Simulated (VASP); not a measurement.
# FeNi3 (Pm-3m) in VASP: further runs

The runs below take FeNi3 through single point, with PBEsol.

Program: VASP 6.6.1. These are calculated values, not measurements. Logs are shortened: lines on timing, memory, paths and dates and some standing lists are left out, and cuts for length are marked.

**1. The cell of the first run**

Symmetry: Pm-3m, No. 221, cubic system. Conventional cell: a = 3.473 Å, b = 3.473 Å, c = 3.473 Å, α = 90.00°, β = 90.00°, γ = 90.00°. Within 3.2 Å of Ni (site symmetry 4/mmm) lie 8 Ni at 2.46 Å and 4 Fe at 2.46 Å. Fe (site symmetry m-3m) has 12 Ni at 2.46 Å within 3.2 Å.

**2. Single point, PBEsol, collinear spin, ferromagnetic start (10.47 Å³/atom)**

Contents of INCAR:

```
  PREC = Accurate
  ENCUT = 520
  EDIFF = 1E-7
  ISMEAR = -1
  SIGMA = 0.05
  LREAL = False
  LASPH = True
  NELM = 150
  ALGO = Normal
  ISIF = 2
  LWAVE = False
  LCHARG = False
  ISPIN = 2
  MAGMOM = 1 1 1 3
  LORBIT = 11
  LMAXMIX = 4
  GGA = PS
  NBANDS = 31
```

Contents of KPOINTS:

```
regular mesh
0
Gamma
  8 8 8
```

Contents of POSCAR:

```
FeNi3
1.0
    3.4726327554      0.0000000000      0.0000000000
    0.0000000000      3.4726327554      0.0000000000
    0.0000000000      0.0000000000      3.4726327554
Ni Fe
3 1
Direct
    0.5000000000      0.5000000000      0.0000000000
    0.5000000000      0.0000000000      0.5000000000
    0.0000000000      0.5000000000      0.5000000000
    0.0000000000      0.0000000000      0.0000000000
```

Potentials or basis: VASP PAW PBE potentials, release 64 (Ni, Fe).

On the command line:

```bash
$ cat potpaw_PBE.64/Ni/POTCAR potpaw_PBE.64/Fe/POTCAR > POTCAR
$ mpirun -np 1 vasp_std > vasp.out
```

OUTCAR:

```text
PREC = Accurate
   ENCUT = 520
   EDIFF = 1E-7
   ISMEAR = -1
   LREAL = False
   LASPH = True
   NELM = 150
   ISIF = 2
   ISPIN = 2
   LORBIT = 11
   GGA = PS

 ion  position               nearest neighbor table
   1  0.500  0.500  0.000-   2 2.46   3 2.46   4 2.46   2 2.46   3 2.46   2 2.46   4 2.46   2 2.46
                             3 2.46   4 2.46   3 2.46   4 2.46
   2  0.500  0.000  0.500-   1 2.46   3 2.46   4 2.46   1 2.46   4 2.46   1 2.46   3 2.46   1 2.46
                             3 2.46   4 2.46   4 2.46   3 2.46
   3  0.000  0.500  0.500-   1 2.46   2 2.46   4 2.46   1 2.46   4 2.46   2 2.46   4 2.46   4 2.46
                             1 2.46   2 2.46   1 2.46   2 2.46
   4  0.000  0.000  0.000-   1 2.46   2 2.46   3 2.46   2 2.46   3 2.46   1 2.46   3 2.46   3 2.46
                             1 2.46   2 2.46   2 2.46   1 2.46

  LATTYP: Found a simple cubic cell.
 ALAT       =     3.4726327554

  Lattice vectors:

 A1 = (   3.4726327554,   0.0000000000,   0.0000000000)
 A2 = (   0.0000000000,   3.4726327554,   0.0000000000)
 A3 = (   0.0000000000,   0.0000000000,   3.4726327554)

Analysis of symmetry for initial positions (statically):
=====================================================================
 Subroutine PRICEL returns:
 Original cell was already a primitive cell.

 Routine SETGRP: Setting up the symmetry group for a
 simple cubic supercell.

 Subroutine GETGRP returns: Found 48 space group operations
 (whereof 48 operations were pure point group operations)
 out of a pool of 48 trial point group operations.

The static configuration has the point symmetry O_h .

Analysis of symmetry for dynamics (positions and initial velocities):
=====================================================================
 Subroutine PRICEL returns:
 Original cell was already a primitive cell.

 Routine SETGRP: Setting up the symmetry group for a
 simple cubic supercell.

 Subroutine GETGRP returns: Found 48 space group operations
 (whereof 48 operations were pure point group operations)
 out of a pool of 48 trial point group operations.

The dynamic configuration has the point symmetry O_h .

Analysis of structural, dynamic, and magnetic symmetry:
=====================================================================
 Subroutine PRICEL returns:
 Original cell was already a primitive cell.

 Routine SETGRP: Setting up the symmetry group for a
 simple cubic supercell.
[... 128 lines left out ...]
     AMIX     =   0.40;   BMIX     =  1.00
     AMIX_MAG =   1.60;   BMIX_MAG =  1.00
  volume/ion in A,a.u.               =      10.47        70.65
  Fermi-wavevector in a.u.,A,eV,Ry     =   1.584932  2.995086 34.177943  2.512008
  Thomas-Fermi vector in A             =   2.684474
   LORBIT       =     11    0 simple, 1 ext, 2 COOP (PROOUT), +10 PAW based schemes
   GGA     = PS    functional components
   LHFCALC =     F    Hartree Fock is set to
   AEXX    =    0.0000 exact exchange contribution
   IVDW    =     0    specifies the selected vdW correction
   LEPSILON=     F    determine dielectric tensor
   LRPA    =     F    only Hartree local field effects (RPA)
 spin polarized calculation
  energy-cutoff  :      520.00
  volume of cell :       41.88
 maximum number of plane-waves:      1144
 NGX is ok and might be reduce to    28
   NGX = 13   NGY = 13   NGZ = 13

 number of electron      37.9999982 magnetization       4.6349752

 Free energy of the ion-electron system (eV)
  ---------------------------------------------------
  ext. energy  EPLUGINS =         0.00000000
  ---------------------------------------------------
  free energy    TOTEN  =       -27.64648367 eV

  energy without entropy =      -27.62011698  energy(sigma->0) =      -27.63330032

 E-fermi :   9.2151     XC(G=0): -13.6825

 val. band max:        9.1971107517   @ k =   0.5000   0.3750   0.1250
 cond. band min:       9.2157539572   @ k =   0.3750   0.2500   0.2500
 fundamental gap:      0.0186432054
 Fermi energy:         9.2150851249

 spin component 1

 k-point     1 :       0.0000    0.0000    0.0000
  band No.  band energies     occupation
      1      -0.3267      1.00000
      2       3.5780      1.00000
      3       3.5780      1.00000
      4       4.2067      1.00000
      5       4.3621      1.00000
      6       4.3621      1.00000
[... 805 lines left out ...]
     30      23.5801      0.00000
     31      26.0813      0.00000

 [... further k-points ...]

 spin component 2

 k-point     1 :       0.0000    0.0000    0.0000
  band No.  band energies     occupation
      1      -0.2373      1.00000
      2       4.5593      1.00000
      3       4.5593      1.00000
      4       4.5909      1.00000
      5       5.3036      1.00000
      6       5.3036      1.00000
[... 805 lines left out ...]
     30      24.0268      0.00000
     31      26.2601      0.00000

 [... further k-points ...]
[... 5 lines left out ...]
  --------------------------------------------------------------------------------------
  -------------------------------------------------------------------------------------
  Total        0.7857933      0.7857933      0.7857933      0.0000000      0.0000000     -0.0000000
  in kB       30.0636924     30.0636924     30.0636924      0.0000000      0.0000000     -0.0000000
  external PRESSURE =      30.0636924 kB  Pullay stress =       0.0000000 kB

 VOLUME and BASIS-vectors are now :
 -----------------------------------------------------------------------------
  energy-cutoff  :      520.00
  volume of cell :       41.88
      direct lattice vectors                 reciprocal lattice vectors
     3.472632755  0.000000000  0.000000000     0.287965953  0.000000000  0.000000000
     0.000000000  3.472632755  0.000000000     0.000000000  0.287965953  0.000000000
     0.000000000  0.000000000  3.472632755     0.000000000  0.000000000  0.287965953

 POSITION                                       TOTAL-FORCE (eV/Angst)
 -----------------------------------------------------------------------------------
      1.73632      1.73632      0.00000         0.000000      0.000000      0.000000
      1.73632      0.00000      1.73632         0.000000      0.000000      0.000000
      0.00000      1.73632      1.73632         0.000000      0.000000      0.000000
      0.00000      0.00000      0.00000         0.000000      0.000000      0.000000
 -----------------------------------------------------------------------------------
    total drift:                                0.000000      0.000000      0.000000

  FREE ENERGIE OF THE ION-ELECTRON SYSTEM (eV)
  ---------------------------------------------------
  free  energy   TOTEN  =       -27.6464836654 eV

  energy  without entropy=      -27.6201169781  energy(sigma->0) =      -27.63330032

 total charge

# of ion       s       p       d       tot
------------------------------------------
    1        0.533   0.572   8.352   9.456
    2        0.533   0.572   8.352   9.456
    3        0.533   0.572   8.352   9.456
    4        0.501   0.558   6.164   7.223
--------------------------------------------------
tot          2.101   2.272  31.219  35.592

 magnetization (x)

# of ion       s       p       d       tot
------------------------------------------
    1       -0.015  -0.042   0.661   0.603
    2       -0.015  -0.042   0.661   0.603
    3       -0.015  -0.042   0.661   0.603
    4        0.009   0.002   2.801   2.812
--------------------------------------------------
tot         -0.037  -0.124   4.783   4.622
```

Wall time 61 s (1 thread of Oxide Virtual Turin-like, shared host); peak memory 0.18 GiB.

Results:

* Free energy: -27.6465 eV
* Pressure: 3.0 GPa
* Net moment: 4.63 μB per cell
* Site moments: Ni +0.60; Fe +2.81 μB
* Valence electrons inside the program's atomic spheres: Ni 9.46; Fe 7.22

Levels at points of the mesh, in eV from the Fermi level:
Spin up:
```tsv
k point	band 18	band 19	band 20	band 21	band 22	band 23	band 24	band 25
(0.00, 0.00, 0.00)	-0.61	-0.57	-0.57	-0.57	2.25	2.25	2.25	9.40
(0.50, 0.00, 0.00)	-1.60	-1.36	-1.07	-0.61	-0.57	7.83	7.83	7.85
(0.50, 0.50, 0.00)	-1.71	-1.56	-1.55	0.86	0.86	0.95	0.98	11.61
(0.50, 0.50, 0.50)	-0.76	-0.76	-0.76	-0.64	-0.64	-0.64	-0.55	5.87
```
Spin down:
```
           k point  band 15  band 16  band 17  band 18  band 19  band 20
(0.00, 0.00, 0.00)     0.27     0.27     1.01     1.01     1.34     1.34
(0.50, 0.00, 0.00)    -0.94    -0.43    -0.19    -0.19     0.27     0.45
(0.50, 0.50, 0.00)    -1.32    -0.88    -0.77     0.13     0.13     0.30
(0.50, 0.50, 0.50)    -0.53    -0.53     0.04     0.04     0.04     0.84
```

Caveat: the cell stands under pressure; the PAW data sets were made with another functional, which shifts forces and pressure a little.

**3. Single point, PBEsol, collinear spin, ferromagnetic start (10.69 Å³/atom)**

This run uses another cell than the first one, of 10.69 Å³/atom.

Contents of INCAR:

```
PREC = Accurate
ENCUT = 520
EDIFF = 1E-7
ISMEAR = -1
SIGMA = 0.05
LREAL = False
LASPH = True
NELM = 150
ALGO = Normal
ISIF = 2
LWAVE = False
LCHARG = False
ISPIN = 2
MAGMOM = 1 1 1 3
LORBIT = 11
LMAXMIX = 4
GGA = PS
NBANDS = 31
```

Contents of KPOINTS:

```
Automatic mesh
0
Gamma
  8 8 8
```

Contents of POSCAR:

```
FeNi3
1.0
    3.4970887214      0.0000000000      0.0000000000
    0.0000000000      3.4970887214      0.0000000000
    0.0000000000      0.0000000000      3.4970887214
Ni Fe
3 1
Direct
    0.5000000000      0.5000000000      0.0000000000
    0.5000000000      0.0000000000      0.5000000000
    0.0000000000      0.5000000000      0.5000000000
    0.0000000000      0.0000000000      0.0000000000
```

Potentials or basis: VASP PAW PBE potentials, release 64 (Ni, Fe).

On the command line:

```bash
$ cat potpaw_PBE.64/Ni/POTCAR potpaw_PBE.64/Fe/POTCAR > POTCAR
$ mpirun -np 1 vasp_std > vasp.out
```

Run time: 61 s. Hardware: 1 thread of Oxide Virtual Turin-like, shared host; peak memory 0.18 GiB.

Results (log left out):

| Property | Result |
| --- | --- |
| Free energy | -27.6499 eV |
| Pressure | -1.7 GPa |
| Net moment | 4.69 μB per cell |
| Site moments | Ni +0.61; Fe +2.84 μB |
| Valence electrons inside the program's atomic spheres | Ni 9.41; Fe 7.17 |

Levels at points of the mesh, in eV from the Fermi level:
Spin up:
```csv
k point,band 17,band 18,band 19,band 20,band 21,band 22,band 23,band 24,band 25,band 26
"(0.00, 0.00, 0.00)",-0.64,-0.64,-0.58,-0.58,-0.58,2.23,2.23,2.23,9.20,9.20
"(0.50, 0.00, 0.00)",-1.63,-1.57,-1.37,-1.06,-0.64,-0.58,7.70,7.70,7.72,7.72
"(0.50, 0.50, 0.00)",-1.70,-1.70,-1.53,-1.52,0.82,0.82,0.89,0.91,11.44,11.54
"(0.50, 0.50, 0.50)",-0.78,-0.77,-0.77,-0.77,-0.61,-0.61,-0.61,-0.50,5.71,5.71
```
Spin down:
```tsv
k point	band 13	band 14	band 15	band 16	band 17	band 18	band 19	band 20	band 21	band 22
(0.00, 0.00, 0.00)	-0.01	0.27	0.27	0.27	1.00	1.00	1.32	1.32	1.32	2.31
(0.50, 0.00, 0.00)	-1.02	-1.02	-0.90	-0.41	-0.16	-0.16	0.27	0.46	0.59	1.29
(0.50, 0.50, 0.00)	-1.28	-1.27	-1.27	-0.85	-0.74	0.15	0.15	0.33	1.47	1.47
(0.50, 0.50, 0.50)	-0.58	-0.51	-0.51	-0.51	0.05	0.05	0.05	0.83	0.83	0.83
```

Caveat: the PAW data sets were made with another functional, which shifts forces and pressure a little.

(Part 1 of 2 ends here.)
